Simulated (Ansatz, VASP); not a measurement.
One calculation of FeCo3, two programs

```xyz
4
Lattice="3.5357 0.0000 0.0000 0.0000 3.5357 0.0000 0.0000 0.0000 3.5357" Properties=species:S:1:pos:R:3 pbc="T T T"
Fe    0.0000    0.0000    0.0000
Co    1.7679    1.7679    0.0000
Co    1.7679    0.0000    1.7679
Co    0.0000    1.7679    1.7679
```

Alike in both runs: task single point; functional r2SCAN; k mesh 7 × 7 × 7; collinear spin.

|  | VASP | Ansatz |
| --- | --- | --- |
| version | VASP 6.6.1 | Ansatz 0.2.0 |
| potentials or method | VASP PAW PBE potentials, release 64 (Fe, Co), cutoff 520 eV | plane waves, PAW |
| occupations | fermi-dirac, width 0.1 eV | fermi-dirac |
| valence electrons in the cell | 35 | 67 |

|  | VASP | Ansatz | Ansatz less VASP |
| --- | --- | --- | --- |
| gap on the k mesh at the Fermi level (eV) | none | none | - |
| net moment per atom (μB) | 2.02 | 2.02 | +0.006 |
| size of the moment on the site where the two differ most (μB) | 1.81 | 1.88 | +0.072 |

VASP's potentials were made for PBE, not for r2SCAN. Site moments also hang on the region over which each program counts them. A gap of «none» marks a metal or a gap that the smearing closes. VASP's potentials hold 35 valence electrons a cell and Ansatz's 67, so a difference there can come from the potentials and not from the codes. Ansatz's warnings: moment headroom below auto, stability check not made.
